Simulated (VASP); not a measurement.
# TiO2 (P4_2/mnm) in VASP: a series of runs

TiO2 is run at these levels: PBE+U; tasks: single point.

All numbers are computed with VASP 6.6.1; they aren't measurements. Logs are shortened: lines on timing, memory, paths and dates and some standing lists are left out, and cuts for length are marked.

## Step 1: The cell of the first run

It takes space group P4_2/mnm (No. 136, tetragonal). Conventional cell: a = 4.528 Å, b = 4.528 Å, c = 2.967 Å, α = 90.00°, β = 90.00°, γ = 90.00°. Within 2.6 Å of Ti (site symmetry mmm) lie 6 O at 1.94 to 1.95 Å. O (site symmetry m2m) has 3 Ti at 1.94 to 1.95 Å and 1 O at 2.51 Å within 2.6 Å.

## Step 2: Single point, PBE+U (10.14 Å³/atom)

File INCAR:

```
SYSTEM = TiO2
  ALGO = Normal
  EDIFF = 1E-6
  ENCUT = 520
  GGA = PE
  ISIF = 2
  ISMEAR = 0
  LASPH = .TRUE.
  LCHARG = .TRUE.
  LDAU = .TRUE.
  LDAUJ = 0 0
  LDAUL = 2 -1
  LDAUPRINT = 1
  LDAUTYPE = 2
  LDAUU = 4 0
  LELF = .TRUE.
  LMAXMIX = 4
  LREAL = .FALSE.
  LVHAR = .TRUE.
  LWAVE = .FALSE.
  NBANDS = 33
  NELM = 150
  PREC = Accurate
  SIGMA = 0.02
```

File KPOINTS:

```
k-points
0
G
  6 6 10
  0 0 0
```

File POSCAR:

```
TiO2
1.0
    4.5284555519      0.0000000000      0.0000000000
    0.0000000000      4.5284555519      0.0000000000
    0.0000000000      0.0000000000      2.9671994058
Ti O
2 4
Direct
    0.0000000000      0.0000000000      0.0000000000
    0.5000000000      0.5000000000      0.5000000000
    0.3038218722      0.3038218722      0.0000000000
    0.1961781278      0.8038218722      0.5000000000
    0.6961781278      0.6961781278      0.0000000000
    0.8038218722      0.1961781278      0.5000000000
```

Potentials or basis: VASP PAW PBE potentials, release 64 (Ti_sv, O).

Launch:

```console
$ cat potpaw_PBE.64/Ti_sv/POTCAR potpaw_PBE.64/O/POTCAR > POTCAR
$ mpirun -np 1 vasp_std > vasp.out
```

OUTCAR:

```text
SYSTEM = TiO2
   EDIFF = 1E-6
   ENCUT = 520
   GGA = PE
   ISIF = 2
   ISMEAR = 0
   LASPH = .TRUE.
   LREAL = .FALSE.
   NELM = 150
   PREC = Accurate

 ion  position               nearest neighbor table
   1  0.000  0.000  0.000-   4 1.94   6 1.94   4 1.94   6 1.94   5 1.95   3 1.95
   2  0.500  0.500  0.500-   3 1.94   5 1.94   3 1.94   5 1.94   4 1.95   6 1.95
   3  0.304  0.304  0.000-   2 1.94   2 1.94   1 1.95
   4  0.196  0.804  0.500-   1 1.94   1 1.94   2 1.95
   5  0.696  0.696  0.000-   2 1.94   2 1.94   1 1.95
   6  0.804  0.196  0.500-   1 1.94   1 1.94   2 1.95

  LATTYP: Found a simple tetragonal cell.
 ALAT       =     4.5284555519
 C/A-ratio  =     0.6552343005

  Lattice vectors:

 A1 = (   4.5284555519,   0.0000000000,   0.0000000000)
 A2 = (   0.0000000000,   4.5284555519,   0.0000000000)
 A3 = (   0.0000000000,   0.0000000000,   2.9671994058)

Analysis of symmetry for initial positions (statically):
=====================================================================
 Subroutine PRICEL returns:
 Original cell was already a primitive cell.

 Routine SETGRP: Setting up the symmetry group for a
 simple tetragonal supercell.

 Subroutine GETGRP returns: Found 16 space group operations
 (whereof  8 operations were pure point group operations)
 out of a pool of 16 trial point group operations.

The static configuration has the point symmetry D_2h.
 The point group associated with its full space group is D_4h.

Analysis of symmetry for dynamics (positions and initial velocities):
=====================================================================
 Subroutine PRICEL returns:
 Original cell was already a primitive cell.

 Routine SETGRP: Setting up the symmetry group for a
 simple tetragonal supercell.

 Subroutine GETGRP returns: Found 16 space group operations
 (whereof  8 operations were pure point group operations)
 out of a pool of 16 trial point group operations.

The dynamic configuration has the point symmetry D_2h.
 The point group associated with its full space group is D_4h.

 Subroutine INISYM returns: Found 16 space group operations
 (whereof  8 operations are pure point group operations),
 and found     1 'primitive' translations

----------------------------------------------------------------------------------------

                                     Primitive cell

  volume of cell :      60.8481

  direct lattice vectors                    reciprocal lattice vectors
     4.528455552  0.000000000  0.000000000     0.220825840  0.000000000  0.000000000
     0.000000000  4.528455552  0.000000000     0.000000000  0.220825840  0.000000000
     0.000000000  0.000000000  2.967199406     0.000000000  0.000000000  0.337018132

  length of vectors
     4.528455552  4.528455552  2.967199406     0.220825840  0.220825840  0.337018132

  position of ions in fractional coordinates (direct lattice)
     0.000000000  0.000000000  0.000000000
     0.500000000  0.500000000  0.500000000
     0.303821872  0.303821872  0.000000000
     0.196178128  0.803821872  0.500000000
     0.696178128  0.696178128  0.000000000
     0.803821872  0.196178128  0.500000000

  ion indices of the primitive-cell ions
   primitive index   ion index
                 1           1
                 2           2
                 3           3
                 4           4
                 5           5
                 6           6

----------------------------------------------------------------------------------------
[... 102 lines left out ...]
   IVDW    =     0    specifies the selected vdW correction
   LEPSILON=     F    determine dielectric tensor
   LRPA    =     F    only Hartree local field effects (RPA)
 non-spin polarized calculation
 Gauss-broadening in eV      SIGMA  =   0.02
  energy-cutoff  :      520.00
  volume of cell :       60.85
 maximum number of plane-waves:      1657
 NGX is ok and might be reduce to    36
   NGX = 17   NGY = 17   NGZ = 11

atom =   1  type =  1  l = 2

 onsite density matrix

spin component  1

  0.2031  0.0000 -0.0822  0.0000 -0.0000
  0.0000  0.1860  0.0000 -0.0867  0.0000
 -0.0822  0.0000  0.1348  0.0000 -0.0000
  0.0000 -0.0867  0.0000  0.1860  0.0000
 -0.0000  0.0000 -0.0000  0.0000  0.1032

spin component  2

  0.2031  0.0000 -0.0822  0.0000 -0.0000
  0.0000  0.1860  0.0000 -0.0867  0.0000
 -0.0822  0.0000  0.1348  0.0000 -0.0000
  0.0000 -0.0867  0.0000  0.1860  0.0000
 -0.0000  0.0000 -0.0000  0.0000  0.1032

 occupancies and eigenvectors

  o =  0.0800  v = -0.5552 -0.0000 -0.8317  0.0000 -0.0000  0.0000  0.0000  0.0000  0.0000  0.0000      0.0000  0.0000  0.0000  0.0000  0.0000  0.0000  0.0000  0.0000  0.0000  0.0000
  o =  0.0800  v =  0.0000  0.0000  0.0000  0.0000  0.0000 -0.5552 -0.0000 -0.8317  0.0000 -0.0000      0.0000  0.0000  0.0000  0.0000  0.0000  0.0000  0.0000  0.0000  0.0000  0.0000
  o =  0.0993  v =  0.0000 -0.7071  0.0000 -0.7071  0.0000  0.0000  0.0000  0.0000  0.0000  0.0000      0.0000  0.0000  0.0000  0.0000  0.0000  0.0000  0.0000  0.0000  0.0000  0.0000
  o =  0.0993  v =  0.0000  0.0000  0.0000  0.0000  0.0000  0.0000 -0.7071  0.0000 -0.7071  0.0000      0.0000  0.0000  0.0000  0.0000  0.0000  0.0000  0.0000  0.0000  0.0000  0.0000
  o =  0.1032  v = -0.0000  0.0000 -0.0000  0.0000  1.0000  0.0000  0.0000  0.0000  0.0000  0.0000      0.0000  0.0000  0.0000  0.0000  0.0000  0.0000  0.0000  0.0000  0.0000  0.0000
  o =  0.1032  v =  0.0000  0.0000  0.0000  0.0000  0.0000 -0.0000  0.0000 -0.0000  0.0000  1.0000      0.0000  0.0000  0.0000  0.0000  0.0000  0.0000  0.0000  0.0000  0.0000  0.0000
  o =  0.2580  v = -0.8317 -0.0000  0.5552  0.0000 -0.0000  0.0000  0.0000  0.0000  0.0000  0.0000      0.0000  0.0000  0.0000  0.0000  0.0000  0.0000  0.0000  0.0000  0.0000  0.0000
  o =  0.2580  v =  0.0000  0.0000  0.0000  0.0000  0.0000 -0.8317 -0.0000  0.5552  0.0000 -0.0000      0.0000  0.0000  0.0000  0.0000  0.0000  0.0000  0.0000  0.0000  0.0000  0.0000
  o =  0.2726  v =  0.0000  0.0000  0.0000  0.0000  0.0000  0.0000  0.7071  0.0000 -0.7071 -0.0000      0.0000  0.0000  0.0000  0.0000  0.0000  0.0000  0.0000  0.0000  0.0000  0.0000
  o =  0.2726  v =  0.0000  0.7071  0.0000 -0.7071 -0.0000  0.0000  0.0000  0.0000  0.0000  0.0000      0.0000  0.0000  0.0000  0.0000  0.0000  0.0000  0.0000  0.0000  0.0000  0.0000

atom =   2  type =  1  l = 2

 onsite density matrix

spin component  1

  0.2031  0.0000  0.0822  0.0000 -0.0000
  0.0000  0.1860  0.0000  0.0867  0.0000
  0.0822  0.0000  0.1348  0.0000  0.0000
  0.0000  0.0867  0.0000  0.1860  0.0000
 -0.0000  0.0000  0.0000  0.0000  0.1032

spin component  2

  0.2031  0.0000  0.0822  0.0000 -0.0000
  0.0000  0.1860  0.0000  0.0867  0.0000
  0.0822  0.0000  0.1348  0.0000  0.0000
  0.0000  0.0867  0.0000  0.1860  0.0000
 -0.0000  0.0000  0.0000  0.0000  0.1032

 occupancies and eigenvectors

  o =  0.0800  v = -0.5552  0.0000  0.8317  0.0000 -0.0000  0.0000  0.0000  0.0000  0.0000  0.0000      0.0000  0.0000  0.0000  0.0000  0.0000  0.0000  0.0000  0.0000  0.0000  0.0000
  o =  0.0800  v =  0.0000  0.0000  0.0000  0.0000  0.0000 -0.5552  0.0000  0.8317  0.0000 -0.0000      0.0000  0.0000  0.0000  0.0000  0.0000  0.0000  0.0000  0.0000  0.0000  0.0000
  o =  0.0993  v =  0.0000  0.7071  0.0000 -0.7071 -0.0000  0.0000  0.0000  0.0000  0.0000  0.0000      0.0000  0.0000  0.0000  0.0000  0.0000  0.0000  0.0000  0.0000  0.0000  0.0000
  o =  0.0993  v =  0.0000  0.0000  0.0000  0.0000  0.0000  0.0000  0.7071  0.0000 -0.7071 -0.0000      0.0000  0.0000  0.0000  0.0000  0.0000  0.0000  0.0000  0.0000  0.0000  0.0000
  o =  0.1032  v =  0.0000  0.0000  0.0000  0.0000  1.0000  0.0000  0.0000  0.0000  0.0000  0.0000      0.0000  0.0000  0.0000  0.0000  0.0000  0.0000  0.0000  0.0000  0.0000  0.0000
  o =  0.1032  v =  0.0000  0.0000  0.0000  0.0000  0.0000  0.0000  0.0000  0.0000  0.0000  1.0000      0.0000  0.0000  0.0000  0.0000  0.0000  0.0000  0.0000  0.0000  0.0000  0.0000
  o =  0.2580  v = -0.8317  0.0000 -0.5552  0.0000  0.0000  0.0000  0.0000  0.0000  0.0000  0.0000      0.0000  0.0000  0.0000  0.0000  0.0000  0.0000  0.0000  0.0000  0.0000  0.0000
  o =  0.2580  v =  0.0000  0.0000  0.0000  0.0000  0.0000 -0.8317  0.0000 -0.5552  0.0000  0.0000      0.0000  0.0000  0.0000  0.0000  0.0000  0.0000  0.0000  0.0000  0.0000  0.0000
  o =  0.2726  v =  0.0000  0.0000  0.0000  0.0000  0.0000  0.0000 -0.7071  0.0000 -0.7071  0.0000      0.0000  0.0000  0.0000  0.0000  0.0000  0.0000  0.0000  0.0000  0.0000  0.0000
  o =  0.2726  v =  0.0000 -0.7071  0.0000 -0.7071  0.0000  0.0000  0.0000  0.0000  0.0000  0.0000      0.0000  0.0000  0.0000  0.0000  0.0000  0.0000  0.0000  0.0000  0.0000  0.0000

 number of electron      47.9999994 magnetization

 Free energy of the ion-electron system (eV)
  ---------------------------------------------------
  ext. energy  EPLUGINS =         0.00000000
  ---------------------------------------------------
  free energy    TOTEN  =       -48.17412053 eV

  energy without entropy =      -48.17412053  energy(sigma->0) =      -48.17412053

 E-fermi :   5.7265     XC(G=0): -11.5694

 val. band max:        5.4848019259   @ k =   0.0000   0.0000   0.0000
 cond. band min:       7.8964591033   @ k =   0.0000   0.0000   0.0000
 fundamental gap:      2.4116571773
 Fermi energy:         5.7264564537

 k-point     1 :       0.0000    0.0000    0.0000
  band No.  band energies     occupation
      1     -52.4376      2.00000
      2     -52.4185      2.00000
      3     -28.7144      2.00000
      4     -28.7144      2.00000
      5     -28.5471      2.00000
      6     -28.5471      2.00000
[... 853 lines left out ...]
     32      10.8718      0.00000
     33      12.1141      0.00000

 [... further k-points ...]
[... 5 lines left out ...]
  --------------------------------------------------------------------------------------
  -------------------------------------------------------------------------------------
  Total        7.3508508      7.3508508      7.6450662     -0.0000000      0.0000000      0.0000000
  in kB      193.5535935    193.5535935    201.3005121     -0.0000000      0.0000000      0.0000000
  external PRESSURE =     196.1358997 kB  Pullay stress =       0.0000000 kB

 VOLUME and BASIS-vectors are now :
 -----------------------------------------------------------------------------
  energy-cutoff  :      520.00
  volume of cell :       60.85
      direct lattice vectors                 reciprocal lattice vectors
     4.528455552  0.000000000  0.000000000     0.220825840  0.000000000  0.000000000
     0.000000000  4.528455552  0.000000000     0.000000000  0.220825840  0.000000000
     0.000000000  0.000000000  2.967199406     0.000000000  0.000000000  0.337018132

 POSITION                                       TOTAL-FORCE (eV/Angst)
 -----------------------------------------------------------------------------------
      0.00000      0.00000      0.00000         0.000000     -0.000000      0.000000
      2.26423      2.26423      1.48360         0.000000     -0.000000      0.000000
      1.37584      1.37584      0.00000        -0.075729     -0.075729     -0.000000
      0.88838      3.64007      1.48360         0.075729     -0.075729     -0.000000
      3.15261      3.15261      0.00000         0.075729      0.075729      0.000000
      3.64007      0.88838      1.48360        -0.075729      0.075729      0.000000
 -----------------------------------------------------------------------------------
    total drift:                                0.000000      0.000000      0.000000

  FREE ENERGIE OF THE ION-ELECTRON SYSTEM (eV)
  ---------------------------------------------------
  free  energy   TOTEN  =       -48.1741205263 eV

  energy  without entropy=      -48.1741205263  energy(sigma->0) =      -48.17412053
```

It took 3.4 min on 1 thread of Intel Xeon 8259CL, shared host; peak memory 0.23 GiB.

Results:

```yaml
Free_energy: -48.1741 eV
Pressure: 19.6 GPa
Largest_force: 0.107 eV/Å
Band_gap_on_the_k_mesh: 2.41 eV
```

Forces in eV/Å, atoms in the order of the input:
```
Ti   0.000  0.000  0.000
Ti   0.000  0.000  0.000
O   -0.076 -0.076  0.000
O    0.076 -0.076  0.000
O    0.076  0.076  0.000
O   -0.076  0.076  0.000
```

Levels at points of the mesh, in eV from the valence-band top:
```
           k point  band 20  band 21  band 22  band 23  band 24  band 25  band 26  band 27  band 28  band 29
(0.00, 0.00, 0.00)    -2.29    -0.88    -0.54    -0.54     0.00     2.41     2.64     2.94     3.02     3.02
(0.50, 0.00, 0.00)    -3.22    -1.85    -1.85    -0.81    -0.81     3.06     3.06     3.62     3.62     4.08
(0.50, 0.50, 0.00)    -2.15    -1.55    -1.55    -1.20    -1.20     2.42     2.42     3.05     3.05     4.33
(0.00, 0.00, 0.50)    -2.82    -2.54    -2.54    -1.50    -1.50     3.56     3.56     3.72     3.72     4.19
(0.50, 0.00, 0.50)    -2.60    -2.07    -2.07    -1.16    -1.16     2.46     2.46     3.78     3.78     4.43
(0.50, 0.50, 0.50)    -2.79    -1.35    -1.35    -0.73    -0.73     3.15     3.15     3.73     3.73     3.80
```

Eigenvalues of the final occupation matrices:
```
    site  spin  trace               eigenvalues
site 1 d     1   0.81  0.08 0.10 0.10 0.26 0.27
site 1 d     2   0.81  0.08 0.10 0.10 0.26 0.27
site 2 d     1   0.81  0.08 0.10 0.10 0.26 0.27
site 2 d     2   0.81  0.08 0.10 0.10 0.26 0.27
```

Caveat: the cell stands under pressure. A k mesh can miss the band edges.

## Step 3: Single point, PBE+U

This run uses another cell than the first one, of 10.39 Å³/atom.

File INCAR:

```
SYSTEM = TiO2
  PREC = Accurate
  ENCUT = 520
  EDIFF = 1E-6
  ISMEAR = 0
  SIGMA = 0.02
  LREAL = .False.
  LASPH = .True.
  NELM = 150
  ALGO = Normal
  ISIF = 2
  LWAVE = .False.
  LCHARG = .True.
  LMAXMIX = 4
  LDAU = .True.
  LDAUTYPE = 2
  LDAUL = 2 -1
  LDAUU = 4 0
  LDAUJ = 0 0
  LDAUPRINT = 1
  GGA = PE
  LELF = .True.
  LVHAR = .True.
  NBANDS = 33
```

File KPOINTS:

```
regular mesh
0
Gamma
  6 6 10
  0 0 0
```

File POSCAR:

```
TiO2
1.0
    4.5922000000      0.0000000000      0.0000000000
    0.0000000000      4.5922000000      0.0000000000
    0.0000000000      0.0000000000      2.9574000000
Ti O
2 4
Direct
    0.0000000000      0.0000000000      0.0000000000
    0.5000000000      0.5000000000      0.5000000000
    0.3049600000      0.3049600000      0.0000000000
    0.1950400000      0.8049600000      0.5000000000
    0.6950400000      0.6950400000      0.0000000000
    0.8049600000      0.1950400000      0.5000000000
```

Potentials or basis: VASP PAW PBE potentials, release 64 (Ti_sv, O).

Launch:

```console
$ cat potpaw_PBE.64/Ti_sv/POTCAR potpaw_PBE.64/O/POTCAR > POTCAR
$ mpirun -np 1 vasp_std > vasp.out
```

Wall time 3.6 min (1 thread of Intel Xeon 8259CL, shared host); peak memory 0.24 GiB.

Results (log left out):

```
Free energy            : -48.3151 eV
Pressure               : 13.6 GPa
Largest force          : 0.252 eV/Å
Band gap on the k mesh : 2.39 eV
```

Forces in eV/Å, atoms in the order of the input:
```
Ti   0.000  0.000  0.000
Ti   0.000  0.000  0.000
O   -0.178 -0.178  0.000
O    0.178 -0.178  0.000
O    0.178  0.178  0.000
O   -0.178  0.178  0.000
```

Stress tensor (GPa, compression positive):
```
12.04  0.00  0.00
 0.00 12.04  0.00
 0.00  0.00 16.81
```

Levels at points of the mesh, in eV from the valence-band top:
| k point | band 20 | band 21 | band 22 | band 23 | band 24 | band 25 | band 26 | band 27 | band 28 | band 29 |
| --- | --- | --- | --- | --- | --- | --- | --- | --- | --- | --- |
| (0.00, 0.00, 0.00) | -2.12 | -0.81 | -0.52 | -0.52 | 0.00 | 2.39 | 2.61 | 2.97 | 3.03 | 3.03 |
| (0.50, 0.00, 0.00) | -3.12 | -1.70 | -1.70 | -0.78 | -0.78 | 3.02 | 3.02 | 3.56 | 3.56 | 4.05 |
| (0.50, 0.50, 0.00) | -2.09 | -1.43 | -1.43 | -1.16 | -1.16 | 2.39 | 2.39 | 3.05 | 3.05 | 4.29 |
| (0.00, 0.00, 0.50) | -2.84 | -2.35 | -2.35 | -1.49 | -1.49 | 3.46 | 3.46 | 3.75 | 3.75 | 4.11 |
| (0.50, 0.00, 0.50) | -2.54 | -2.01 | -2.01 | -1.09 | -1.09 | 2.44 | 2.44 | 3.80 | 3.80 | 4.33 |
| (0.50, 0.50, 0.50) | -2.81 | -1.25 | -1.25 | -0.73 | -0.73 | 3.09 | 3.09 | 3.68 | 3.68 | 3.83 |

Eigenvalues of the final occupation matrices:
| site | spin | trace | eigenvalues |
| --- | --- | --- | --- |
| site 1 d | 1 | 0.80 | 0.08 0.10 0.10 0.25 0.27 |
| site 1 d | 2 | 0.80 | 0.08 0.10 0.10 0.25 0.27 |
| site 2 d | 1 | 0.80 | 0.08 0.10 0.10 0.25 0.27 |
| site 2 d | 2 | 0.80 | 0.08 0.10 0.10 0.25 0.27 |

Caveat: the cell stands under pressure.

## Step 4: Single point, PBE+U

This run uses another cell than the first one, of 10.79 Å³/atom.

INCAR, as its differences from that of step 3:

```diff
@@ -3,3 +3,3 @@
   ENCUT = 520
-  EDIFF = 1E-6
+  EDIFF = 1E-7
   ISMEAR = 0
@@ -12,3 +12,3 @@
   LWAVE = .False.
-  LCHARG = .True.
+  LCHARG = .False.
   LMAXMIX = 4
@@ -21,4 +21,2 @@
   GGA = PE
-  LELF = .True.
-  LVHAR = .True.
   NBANDS = 33
```

KPOINTS is that of step 3.

File POSCAR:

```
TiO2
1.0
    4.6399446936      0.0000000000      0.0000000000
    0.0000000000      4.6399446936      0.0000000000
    0.0000000000      0.0000000000      3.0067234922
Ti O
2 4
Direct
    0.0000000000      0.0000000000      0.0000000000
    0.5000000000      0.5000000000      0.5000000000
    0.3056748301      0.3056748301      0.0000000000
    0.1943251699      0.8056748301      0.5000000000
    0.6943251699      0.6943251699      0.0000000000
    0.8056748301      0.1943251699      0.5000000000
```

Launch:

```console
$ cat potpaw_PBE.64/Ti_sv/POTCAR potpaw_PBE.64/O/POTCAR > POTCAR
$ mpirun -np 1 vasp_std > vasp.out
```

Run time: 2.9 min. Hardware: 1 thread of Intel Xeon 8259CL, shared host; peak memory 0.24 GiB.

It converged, with:

| Item | Value |
| --- | --- |
| Free energy | -48.4472 eV |
| Pressure | 4.0 GPa |
| Largest force | 0.151 eV/Å |
| Band gap on the k mesh | 2.31 eV |

Forces on the atoms (eV/Å):
```
Ti   0.000  0.000  0.000
Ti   0.000  0.000  0.000
O   -0.107 -0.107  0.000
O    0.107 -0.107  0.000
O    0.107  0.107  0.000
O   -0.107  0.107  0.000
```

Stress tensor (GPa, compression positive):
```
3.79 0.00 0.00
0.00 3.79 0.00
0.00 0.00 4.43
```

Levels at points of the mesh, in eV from the valence-band top:
```tsv
k point	band 22	band 23	band 24	band 25	band 26	band 27
(0.00, 0.00, 0.00)	-0.50	-0.50	0.00	2.31	2.54	2.82
(0.50, 0.00, 0.00)	-1.70	-0.75	-0.75	2.90	2.90	3.37
(0.50, 0.50, 0.00)	-1.45	-1.13	-1.13	2.31	2.31	2.89
(0.00, 0.00, 0.50)	-2.23	-1.45	-1.45	3.29	3.29	3.52
(0.50, 0.00, 0.50)	-1.95	-1.04	-1.04	2.34	2.34	3.57
(0.50, 0.50, 0.50)	-1.19	-0.73	-0.73	2.95	2.95	3.53
```

Eigenvalues of the final occupation matrices:
```csv
site,spin,trace,eigenvalues
site 1 d,1,0.78,0.08 0.10 0.10 0.24 0.27
site 1 d,2,0.78,0.08 0.10 0.10 0.24 0.27
site 2 d,1,0.78,0.08 0.10 0.10 0.24 0.27
site 2 d,2,0.78,0.08 0.10 0.10 0.24 0.27
```

Caveat: the cell stands under pressure. A k mesh can miss the band edges.

## Step 5: Summary

```csv
cell,gap on the mesh (eV),pressure (GPa),largest force (eV/Å)
"a = 4.528, b = 4.528, c = 2.967 Å, 6 atoms, atomic positions A",2.41,19.6,0.11
"a = 4.592, b = 4.592, c = 2.957 Å, 6 atoms, atomic positions B",2.39,13.6,0.25
"a = 4.640, b = 4.640, c = 3.007 Å, 6 atoms, atomic positions C",2.31,4.0,0.15
```

Alike in all rows: task single point; level PBE+U; potentials or basis VASP PAW PBE potentials, release 64 (Ti_sv, O); no spin polarisation; Ti d U = 4.0 eV; k mesh 6 × 6 × 10; cutoff (eV) 520; smearing gaussian 0.02 eV.

Caveats: the cell stands under pressure.

Absolute energies hang on the potentials; compare differences alone.
